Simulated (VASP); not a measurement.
Runs of VASP 6.6.1 on NaIr (CsCl type). The structure is that of space group Pm-3m (No. 221), or close to it. The cells are those of the table. 

```csv
task,spin,cell,cutoff (eV),gap on the mesh (eV),pressure (GPa),moment (μB)
single point,"non-collinear, zero start, SOC","a = 3.231 Å, 2 atoms",520,-,(a),0.00
electric field gradients,off,"a = 3.231 Å, 2 atoms",520,none,0.2,-
single point,off,"a = 3.231 Å, 2 atoms",520,none,0.2,-
relaxation of cell and atoms,off,"relaxed from a = 3.231 Å, 2 atoms",600,none,0.0,-
single point,"non-collinear, zero start, SOC","a = 3.244 Å, 2 atoms",520,-,0.2,0.00
single point,off,"a = 3.336 Å, 2 atoms",520,none,-5.6,-
```

Alike in all rows: level PBE; potentials or basis VASP PAW PBE potentials, release 64 (Na_pv, Ir); k mesh 11 × 11 × 11; smearing fermi-dirac 0.05 eV.

Question: Estimate the missing entries.

Answer: (a) 1.1.

Caveats: spin-orbit coupling is left out, which moves the levels of the heavy elements (at least some runs); the cell stands under tension (at least some runs).

A k mesh can miss the band edges, and rows without SOC leave out spin-orbit coupling on Ir.

A gap of «none» marks levels without a gap at the run's occupations.
